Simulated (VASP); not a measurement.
# SiNi (P2_13) in VASP: notebook, part 2 of 2

VASP 6.6.1. The steps go on from the part before.

### Step 3. Relaxation of the atoms, PBEsol (10.81 Å³/atom)

This run uses another cell than the first one, of 10.81 Å³/atom.

The input, INCAR:

```
PREC     = Accurate       # precision mode
ENCUT    = 520            # plane-wave cutoff, eV
EDIFF    = 1E-6           # SCF threshold, eV
ISMEAR   = 0              # smearing method
SIGMA    = 0.1            # smearing width, eV
LREAL    = False          # projectors in reciprocal space
LASPH    = True           # aspherical terms in the spheres
NELM     = 100            # most SCF steps
ALGO     = Fast           # electronic algorithm
ISIF     = 2              # what is computed and relaxed
LWAVE    = False          # write WAVECAR
LCHARG   = False          # write CHGCAR
GGA      = PS             # functional
IBRION   = 2              # ionic algorithm
NSW      = 50             # ionic steps
EDIFFG   = -0.01          # ionic threshold
```

The input, KPOINTS:

```
regular mesh
0
Gamma
  8 8 8
```

The input, POSCAR:

```
SiNi
1.0
    4.4228427770      0.0000000000      0.0000000000
    0.0000000000      4.4228427770      0.0000000000
    0.0000000000      0.0000000000      4.4228427770
Si Ni
4 4
Direct
    0.8464645371      0.8464645371      0.8464645371
    0.6535354629      0.1535354629      0.3464645371
    0.3464645371      0.6535354629      0.1535354629
    0.1535354629      0.3464645371      0.6535354629
    0.1489905015      0.1489905015      0.1489905015
    0.3510094985      0.8510094985      0.6489905015
    0.6489905015      0.3510094985      0.8510094985
    0.8510094985      0.6489905015      0.3510094985
```

Potentials or basis: VASP PAW PBE potentials, release 64 (Si, Ni).

Started as:

```bash
cat potpaw_PBE.64/Si/POTCAR potpaw_PBE.64/Ni/POTCAR > POTCAR
mpirun -np 1 vasp_std > vasp.out
```

OUTCAR:

```text
PREC = Accurate
   ENCUT = 520
   EDIFF = 1E-6
   ISMEAR = 0
   LREAL = False
   LASPH = True
   NELM = 100
   ISIF = 2
   GGA = PS
   IBRION = 2
   NSW = 50
   EDIFFG = -0.01

 ion  position               nearest neighbor table
   1  0.846  0.846  0.846-   5 2.32   6 2.36   7 2.36   8 2.36   7 2.40   8 2.40   6 2.40   4 2.73
                             4 2.73   2 2.73   2 2.73   3 2.73   3 2.73
   2  0.654  0.154  0.346-   6 2.32   5 2.36   7 2.36   8 2.36   7 2.40   8 2.40   5 2.40   3 2.73
                             3 2.73   1 2.73   4 2.73   4 2.73   1 2.73
   3  0.346  0.654  0.154-   7 2.32   6 2.36   5 2.36   8 2.36   8 2.40   6 2.40   5 2.40   2 2.73
                             2 2.73   1 2.73   4 2.73   4 2.73   1 2.73
   4  0.154  0.346  0.654-   8 2.32   6 2.36   7 2.36   5 2.36   6 2.40   5 2.40   7 2.40   1 2.73
                             1 2.73   2 2.73   3 2.73   2 2.73   3 2.73
   5  0.149  0.149  0.149-   1 2.32   2 2.36   3 2.36   4 2.36   3 2.40   4 2.40   2 2.40   6 2.73
                             7 2.73   8 2.73   6 2.73   8 2.73   7 2.73
[... 302 lines left out ...]

 val. band max:       12.6946757473   @ k =  -0.1250   0.3750   0.0000
 cond. band min:      12.7791276042   @ k =   0.2500   0.2500   0.0000
 fundamental gap:      0.0844518569
 Fermi energy:        12.7334084218

 k-point     1 :       0.0000    0.0000    0.0000
  band No.  band energies     occupation
      1      -2.0289      2.00000
      2       3.5833      2.00000
      3       3.5833      2.00000
      4       3.5833      2.00000
      5       6.0696      2.00000
      6       6.0696      2.00000
[... 853 lines left out ...]
     32      14.4762      0.00000
     33      14.9617      0.00000

 [... further k-points ...]

------------------------ aborting loop because EDIFF is reached ----------------------------------------

  FORCE on cell =-STRESS in cart. coord.  units (eV):
  Direction    XX          YY          ZZ          XY          YZ          ZX
  --------------------------------------------------------------------------------------
  -------------------------------------------------------------------------------------
  Total        3.6980864      3.6980864      3.6980864      0.0000000      0.0000000      0.0000000
  in kB       68.4830568     68.4830568     68.4830568      0.0000000      0.0000000      0.0000000
  external PRESSURE =      68.4830568 kB  Pullay stress =       0.0000000 kB
[... 23 lines left out ...]
  FREE ENERGIE OF THE ION-ELECTRON SYSTEM (eV)
  ---------------------------------------------------
  free  energy   TOTEN  =       -51.5318159575 eV

  energy  without entropy=      -51.5213777070  energy(sigma->0) =      -51.52659683

 reached required accuracy - stopping structural energy minimisation
```

Run time: 5.4 min. Hardware: 1 thread of Oxide Virtual Turin-like, shared host; peak memory 0.24 GiB.

What came out:

| Quantity | Value |
| --- | --- |
| Free energy | -51.5318 eV |
| Energy gained by relaxing | 0.0 meV/atom |
| Ionic steps | 3 |
| Pressure after relaxing | 6.8 GPa |
| Largest force after relaxing | 0.006 eV/Å |
| Band gap on the k mesh | zero (bands 28 and 29 overlap by 1.29 eV) |

Forces on the atoms (eV/Å):
```
Si  -0.003 -0.003 -0.003
Si   0.003  0.003 -0.003
Si  -0.003  0.003  0.003
Si   0.003 -0.003  0.003
Ni   0.004  0.004  0.004
Ni  -0.004 -0.004  0.004
Ni   0.004 -0.004 -0.004
Ni  -0.004  0.004 -0.004
```

The path:
```tsv
step	energy change (eV)	largest force (eV/Å)	pressure (GPa)
1	0.0000	0.0297	6.89
2	-0.0002	0.0190	6.80
3	-0.0003	0.0063	6.85
```

Final structure:
```
Si Ni
1.0
     4.42284    0.00000    0.00000
     0.00000    4.42284    0.00000
     0.00000    0.00000    4.42284
Si Ni
4 4
Cartesian
  3.7450 3.7450 3.7450
  2.8892 0.6778 1.5336
  1.5336 2.8892 0.6778
  0.6778 1.5336 2.8892
  0.6610 0.6610 0.6610
  1.5505 3.7619 2.8724
  2.8724 1.5505 3.7619
  3.7619 2.8724 1.5505
```

Levels at points of the mesh, in eV from the Fermi level:
```
           k point  band 26  band 27  band 28  band 29  band 30  band 31
(0.00, 0.00, 0.00)    -1.75    -1.75     1.10     1.10     1.10     1.40
(0.50, 0.00, 0.00)    -2.16    -0.69    -0.69    -0.18    -0.18     2.86
(0.50, 0.50, 0.00)    -1.67    -1.05    -1.05     0.40     0.40     0.90
(0.50, 0.50, 0.50)    -1.93    -1.93    -1.93     4.44     4.44     4.44
```

Caveat: the PAW data sets were made with another functional, which shifts forces and pressure a little.

### Step 4. Relaxation of the atoms, PBEsol (11.48 Å³/atom)

This run uses another cell than the first one, of 11.48 Å³/atom.

The input, INCAR:

```
SYSTEM = SiNi
  PREC = Accurate
  ENCUT = 520
  EDIFF = 1E-7
  ISMEAR = 0
  SIGMA = 0.1
  LREAL = .FALSE.
  LASPH = .TRUE.
  NELM = 80
  ALGO = Fast
  ISIF = 2
  LWAVE = .FALSE.
  LCHARG = .FALSE.
  GGA = PS
  IBRION = 2
  NSW = 50
  EDIFFG = -0.01
```

The input, KPOINTS:

```
Automatic mesh
0
G
  8 8 8
  0 0 0
```

Edit POSCAR of step 3 so:

```diff
@@ -2,5 +2,5 @@
 1.0
-    4.4228427770      0.0000000000      0.0000000000
-    0.0000000000      4.4228427770      0.0000000000
-    0.0000000000      0.0000000000      4.4228427770
+    4.5122172157      0.0000000000      0.0000000000
+    0.0000000000      4.5122172157      0.0000000000
+    0.0000000000      0.0000000000      4.5122172157
 Si Ni
```

Started as:

```bash
cat potpaw_PBE.64/Si/POTCAR potpaw_PBE.64/Ni/POTCAR > POTCAR
mpirun -np 1 vasp_std > vasp.out
```

Wall time 9.8 min (1 thread of Oxide Virtual Turin-like, shared host); peak memory 0.24 GiB.

The run converged. Its results:

```yaml
Free_energy: -51.5461 eV
Energy_gained_by_relaxing: 0.0 meV/atom
Ionic_steps: 3
Pressure_after_relaxing: -5.3 GPa
Largest_force_after_relaxing: 0.007 eV/Å
Band_gap_on_the_k_mesh: zero (bands 28 and 29 overlap by 1.18 eV)
```

Forces on the atoms (eV/Å):
```
Si   0.004  0.004  0.004
Si  -0.004 -0.004  0.004
Si   0.004 -0.004 -0.004
Si  -0.004  0.004 -0.004
Ni  -0.004 -0.004 -0.004
Ni   0.004  0.004 -0.004
Ni  -0.004  0.004  0.004
Ni   0.004 -0.004  0.004
```

The path:
```
step  energy change (eV)  largest force (eV/Å)  pressure (GPa)
   1              0.0000                0.0185           -5.34
   2             -0.0001                0.0148           -5.31
   3             -0.0002                0.0071           -5.28
```

Final structure:
```
CELL_PARAMETERS angstrom
4.51222 0.00000 0.00000
0.00000 4.51222 0.00000
0.00000 0.00000 4.51222
ATOMIC_POSITIONS crystal
Si 0.84615 0.84615 0.84615
Si 0.65385 0.15385 0.34615
Si 0.34615 0.65385 0.15385
Si 0.15385 0.34615 0.65385
Ni 0.14860 0.14860 0.14860
Ni 0.35140 0.85140 0.64860
Ni 0.64860 0.35140 0.85140
Ni 0.85140 0.64860 0.35140
```

Levels at points of the mesh, in eV from the Fermi level:
| k point | band 25 | band 26 | band 27 | band 28 | band 29 | band 30 | band 31 | band 32 |
| --- | --- | --- | --- | --- | --- | --- | --- | --- |
| (0.00, 0.00, 0.00) | -1.57 | -1.57 | -1.57 | 0.99 | 0.99 | 0.99 | 1.41 | 1.41 |
| (0.50, 0.00, 0.00) | -1.94 | -1.94 | -0.58 | -0.58 | -0.18 | -0.18 | 2.76 | 2.85 |
| (0.50, 0.50, 0.00) | -1.48 | -1.48 | -0.93 | -0.93 | 0.35 | 0.35 | 0.88 | 0.88 |
| (0.50, 0.50, 0.50) | -1.73 | -1.73 | -1.73 | -1.73 | 4.17 | 4.17 | 4.17 | 4.17 |

Caveat: the PAW data sets were made with another functional, which shifts forces and pressure a little. Spin polarisation is off, so any magnetic state and its effect on volume and gap are missing.

### Step 5. Overview

| cell | gap on the mesh (eV) | pressure (GPa) | largest force (eV/Å) |
| --- | --- | --- | --- |
| atoms relaxed from a = 4.377 Å, 8 atoms | none | 14.6 | 0.01 |
| atoms relaxed from a = 4.423 Å, 8 atoms | none | 6.8 | 0.01 |
| atoms relaxed from a = 4.512 Å, 8 atoms | none | -5.3 | 0.01 |

Alike in all rows: task relaxation of the atoms; level PBEsol; potentials or basis VASP PAW PBE potentials, release 64 (Si, Ni); no spin polarisation; k mesh 8 × 8 × 8; cutoff (eV) 520; smearing gaussian 0.1 eV.

Caveats: the PAW data sets were made with another functional, which shifts forces and pressure a little.

Total energies depend on the potentials used, so only differences within one code and one set of settings carry meaning.
